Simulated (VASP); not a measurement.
Wanted: the native input for a VASP 6.6.1 run.

- Task: single point
- Functional: PBE
- Potentials or basis: VASP PAW PBE potentials, release 64 (B, W_sv, C)
- Cutoff: 520 eV
- k mesh: 6 × 6 × 6
- Occupations: gaussian, width 0.1 eV
- Spin: no spin polarisation
- Dipole correction: no
- Further INCAR settings: ALGO = Normal; EDIFF = 1e-06; NBANDS = 24

The structure of B4WC lies in POSCAR:

```
B4WC
1.0
    0.0000000000      2.8588359836      2.8588359836
    2.8588359836      0.0000000000      2.8588359836
    2.8588359836      2.8588359836      0.0000000000
B W C
4 1 1
Direct
    0.3750000000      0.8750000000      0.3750000000
    0.3750000000      0.3750000000      0.8750000000
    0.3750000000      0.3750000000      0.3750000000
    0.8750000000      0.3750000000      0.3750000000
    0.0000000000      0.0000000000      0.0000000000
    0.7500000000      0.7500000000      0.7500000000
```

One way to write it, as run:

INCAR

```
SYSTEM = B4WC
PREC = Accurate
ENCUT = 520
EDIFF = 1E-6
ISMEAR = 0
SIGMA = 0.1
LREAL = .False.
LASPH = .True.
NELM = 80
ALGO = Normal
ISIF = 2
LWAVE = .False.
LCHARG = .True.
GGA = PE
LELF = .True.
LVHAR = .True.
NBANDS = 24
```

KPOINTS

```
regular mesh
0
Gamma
  6 6 6
  0 0 0
```

Potentials or basis: VASP PAW PBE potentials, release 64 (B, W_sv, C).

Command:

```console
$ cat potpaw_PBE.64/B/POTCAR potpaw_PBE.64/W_sv/POTCAR potpaw_PBE.64/C/POTCAR > POTCAR
$ mpirun -np 1 vasp_std > vasp.out
```

It gave:

```
Pressure               : -4.5 GPa
Band gap on the k mesh : 0.03 eV (least direct gap 0.60 eV)
```

Caveat: the cell stands under tension; the smearing spreads over this small gap; spin-orbit coupling is left out, which moves the levels of the heavy elements.

Run time: 19 s on 1 thread of Intel(R) Xeon(R) Platinum 8259CL CPU @ 2.50GHz (Skylake/Cascade Lake), with other jobs on the host, peak memory 0.17 GiB.
